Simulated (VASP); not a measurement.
# FeSi (P2_13) in VASP: settings compared, part 2 of 2

VASP 6.6.1. Earlier steps stand in the parts before.

**4. Single point, LDA**

This run uses another cell than the first one, of 10.67 Å³/atom.

INCAR

```
SYSTEM = FeSi
  PREC = Accurate
  ENCUT = 520
  EDIFF = 1E-6
  ISMEAR = 0
  SIGMA = 0.01
  LREAL = .FALSE.
  LASPH = .TRUE.
  NELM = 60
  ALGO = Normal
  ISIF = 2
  LWAVE = .FALSE.
  LCHARG = .TRUE.
  LELF = .TRUE.
  LVHAR = .TRUE.
  NBANDS = 34
```

KPOINTS

```
regular mesh
0
G
  6 6 6
  0 0 0
```

POSCAR

```
FeSi
1.0
    4.4030518950      0.0000000000      0.0000000000
    0.0000000000      4.4030518950      0.0000000000
    0.0000000000      0.0000000000      4.4030518950
Fe Si
4 4
Direct
    0.8633399905      0.6366600095      0.3633399905
    0.6366600095      0.3633399905      0.8633399905
    0.3633399905      0.8633399905      0.6366600095
    0.1366600095      0.1366600095      0.1366600095
    0.1588681659      0.3411318341      0.6588681659
    0.3411318341      0.6588681659      0.1588681659
    0.6588681659      0.1588681659      0.3411318341
    0.8411318341      0.8411318341      0.8411318341
```

Potentials or basis: VASP PAW LDA potentials, release 64 (Fe, Si).

The run is started by

```console
> cat potpaw_LDA.64/Fe/POTCAR potpaw_LDA.64/Si/POTCAR > POTCAR
> mpirun -np 1 vasp_std > vasp.out
```

OUTCAR:

```text
SYSTEM = FeSi
   PREC = Accurate
   ENCUT = 520
   EDIFF = 1E-6
   ISMEAR = 0
   LREAL = .FALSE.
   LASPH = .TRUE.
   NELM = 60
   ISIF = 2

 ion  position               nearest neighbor table
   1  0.863  0.637  0.363-   5 2.25   6 2.29   7 2.29   8 2.29   7 2.47   8 2.47   6 2.47   2 2.70
                             2 2.70   3 2.70   4 2.70   3 2.70   4 2.70
   2  0.637  0.363  0.863-   6 2.25   5 2.29   7 2.29   8 2.29   5 2.47   7 2.47   8 2.47   1 2.70
                             1 2.70   3 2.70   3 2.70   4 2.70   4 2.70
   3  0.363  0.863  0.637-   7 2.25   6 2.29   5 2.29   8 2.29   6 2.47   5 2.47   8 2.47   1 2.70
                             4 2.70   2 2.70   2 2.70   1 2.70   4 2.70
   4  0.137  0.137  0.137-   8 2.25   6 2.29   7 2.29   5 2.29   6 2.47   5 2.47   7 2.47   2 2.70
                             3 2.70   1 2.70   3 2.70   1 2.70   2 2.70
   5  0.159  0.341  0.659-   1 2.25   2 2.29   3 2.29   4 2.29   3 2.47   4 2.47   2 2.47   7 2.73
                             7 2.73   6 2.73   8 2.73   8 2.73   6 2.73
   6  0.341  0.659  0.159-   2 2.25   1 2.29   3 2.29   4 2.29   1 2.47   3 2.47   4 2.47   8 2.73
                             8 2.73   5 2.73   5 2.73   7 2.73   7 2.73
   7  0.659  0.159  0.341-   3 2.25   2 2.29   1 2.29   4 2.29   2 2.47   1 2.47   4 2.47   5 2.73
                             5 2.73   6 2.73   6 2.73   8 2.73   8 2.73
   8  0.841  0.841  0.841-   4 2.25   2 2.29   3 2.29   1 2.29   2 2.47   1 2.47   3 2.47   6 2.73
[... 1094 lines left out ...]
------------------------ aborting loop because EDIFF is reached ----------------------------------------

  FORCE on cell =-STRESS in cart. coord.  units (eV):
  Direction    XX          YY          ZZ          XY          YZ          ZX
  --------------------------------------------------------------------------------------
  -------------------------------------------------------------------------------------
  Total       -2.7130934     -2.7130934     -2.7130934      0.0000000      0.0000000      0.0000000
  in kB      -50.9229924    -50.9229924    -50.9229924      0.0000000      0.0000000      0.0000000
  external PRESSURE =     -50.9229924 kB  Pullay stress =       0.0000000 kB

 VOLUME and BASIS-vectors are now :
 -----------------------------------------------------------------------------
  energy-cutoff  :      520.00
  volume of cell :       85.36
      direct lattice vectors                 reciprocal lattice vectors
     4.403051895  0.000000000  0.000000000     0.227115197  0.000000000  0.000000000
     0.000000000  4.403051895  0.000000000     0.000000000  0.227115197  0.000000000
     0.000000000  0.000000000  4.403051895     0.000000000  0.000000000  0.227115197

 POSITION                                       TOTAL-FORCE (eV/Angst)
 -----------------------------------------------------------------------------------
      3.80133      2.80325      1.59980         0.016913     -0.016913      0.016913
      2.80325      1.59980      3.80133        -0.016913      0.016913      0.016913
      1.59980      3.80133      2.80325         0.016913      0.016913     -0.016913
      0.60172      0.60172      0.60172        -0.016913     -0.016913     -0.016913
      0.69950      1.50202      2.90103         0.048025     -0.048025      0.048025
      1.50202      2.90103      0.69950        -0.048025      0.048025      0.048025
      2.90103      0.69950      1.50202         0.048025      0.048025     -0.048025
      3.70355      3.70355      3.70355        -0.048025     -0.048025     -0.048025
 -----------------------------------------------------------------------------------
    total drift:                               -0.000000     -0.000000     -0.000000

  FREE ENERGIE OF THE ION-ELECTRON SYSTEM (eV)
  ---------------------------------------------------
  free  energy   TOTEN  =       -66.5273981805 eV

  energy  without entropy=      -66.5273981805  energy(sigma->0) =      -66.52739818
```

It took 39 s on 1 thread of Intel Xeon 6975P-C (Granite Rapids), shared host; peak memory 0.2 GiB.

Results:

| Property | Result |
| --- | --- |
| Free energy | -66.5274 eV |
| Pressure | -5.1 GPa |
| Largest force | 0.083 eV/Å |
| Band gap on the k mesh | 0.13 eV (least direct gap 0.15 eV) |

Forces on the atoms (eV/Å):
```
Fe   0.017 -0.017  0.017
Fe  -0.017  0.017  0.017
Fe   0.017  0.017 -0.017
Fe  -0.017 -0.017 -0.017
Si   0.048 -0.048  0.048
Si  -0.048  0.048  0.048
Si   0.048  0.048 -0.048
Si  -0.048 -0.048 -0.048
```

Caveat: the cell stands under tension. A k mesh can miss the band edges.

**5. Summary**

| level | potentials or basis | cell | smearing | gap on the mesh (eV) | pressure (GPa) | largest force (eV/Å) |
| --- | --- | --- | --- | --- | --- | --- |
| LDA | VASP PAW LDA potentials, release 64 (Fe, Si) | a = 4.369 Å, 8 atoms, atomic positions A | fermi-dirac 0.02 eV | 0.14 | 0.8 | 0.05 |
| PBE | VASP PAW PBE potentials, release 64 (Fe, Si) | a = 4.403 Å, 8 atoms, atomic positions B | fermi-dirac 0.02 eV | 0.18 | 7.5 | 0.10 |
| LDA | VASP PAW LDA potentials, release 64 (Fe, Si) | a = 4.403 Å, 8 atoms, atomic positions B | gaussian 0.01 eV | 0.13 | -5.1 | 0.08 |

Alike in all rows: task single point; no spin polarisation; k mesh 6 × 6 × 6; cutoff (eV) 520.

Caveats: the cell stands under pressure (at least some runs); the cell stands under tension (at least some runs).

Total energies depend on the potentials used, so only differences within one code and one set of settings carry meaning.
